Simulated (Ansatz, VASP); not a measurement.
PtS2 in VASP and in Ansatz

File INCAR:

```
PREC = Accurate
ENCUT = 520
EDIFF = 1E-6
ISMEAR = 0
SIGMA = 0.05
LREAL = F
LASPH = T
NELM = 60
ALGO = Normal
ISIF = 2
LWAVE = F
LCHARG = F
LDIPOL = T
IDIPOL = 3
DIPOL = 0.5 0.5 0.392
GGA = PE
IVDW = 12
NBANDS = 31
```

The input KPOINTS:

```
Automatic mesh
0
Gamma
  9 9 1
```

Contents of POSCAR:

```
PtS2
1.0
    3.5415269801      0.0000000000      0.0000000000
   -1.7707634901      3.0670523330      0.0000000000
    0.0000000000      0.0000000000     22.4670671688
S Pt
4 2
Direct
    0.6666666667      0.3333333333      0.2002931654
    0.3333333333      0.6666666667      0.3108342327
    0.5000000000      1.3333333333      0.4728491487
    0.8333333333      1.0000000000      0.5833902160
    0.0000000000      0.0000000000      0.2555636990
    1.1666666667      1.6666666667      0.5281196824
```

Input for Ansatz:

```yaml
crystal:
  lattice:
    - [3.5415269801, 0.0, 0.0]
    - [-1.7707634901, 3.067052333, 0.0]
    - [0.0, 0.0, 22.4670671688]
  atoms:
    - { symbol: S, position: [0.6666666667, 0.3333333333, 0.2002931654] }
    - { symbol: Pt, position: [0.0, 0.0, 0.255563699] }
    - { symbol: S, position: [0.3333333333, 0.6666666667, 0.3108342327] }
    - { symbol: S, position: [0.5, 1.3333333333, 0.4728491487] }
    - { symbol: Pt, position: [1.1666666667, 1.6666666667, 0.5281196824] }
    - { symbol: S, position: [0.8333333333, 1.0, 0.583390216] }
basis:
  ecutwfc: 420
kpoints:
  mp_grid: { grid: [9, 9, 1] }
hamiltonian:
  xc: pbe
  pseudopotentials: { kind: paw, azcp: { folder: soft_1 } }
  dispersion: d3bj
scf:
  occupations: { method: gaussian, width: 0.05 }
output:
  forces: true
  eigenvalues: true
efield:
  axis: 3
  dipole_correction: true
  ramp_width: 0.04
```

Alike in both runs: task single point; functional PBE; dispersion D3(BJ); k mesh 9 × 9 × 1; occupations gaussian, width 0.05 eV; no spin polarisation.

|  | VASP | Ansatz |
| --- | --- | --- |
| version | VASP 6.6.1 | Ansatz 0.2.0 |
| potentials or method | VASP PAW PBE potentials, release 64 (S, Pt), cutoff 520 eV | scalar-relativistic, plane waves, PAW |
| valence electrons in the cell | 44 | 60 |

```csv
,VASP,Ansatz,Ansatz less VASP
gap on the k mesh at the Fermi level (eV),1.54,1.53,-0.006
least direct gap on the mesh (eV),1.64,1.63,-0.006
rms of the force components (eV/Å),0.026,0.029,+0.0031
```

VASP's potentials hold 44 valence electrons a cell and Ansatz's 60, so a difference there can come from the potentials and not from the codes.

Neither program's run includes spin-orbit coupling.
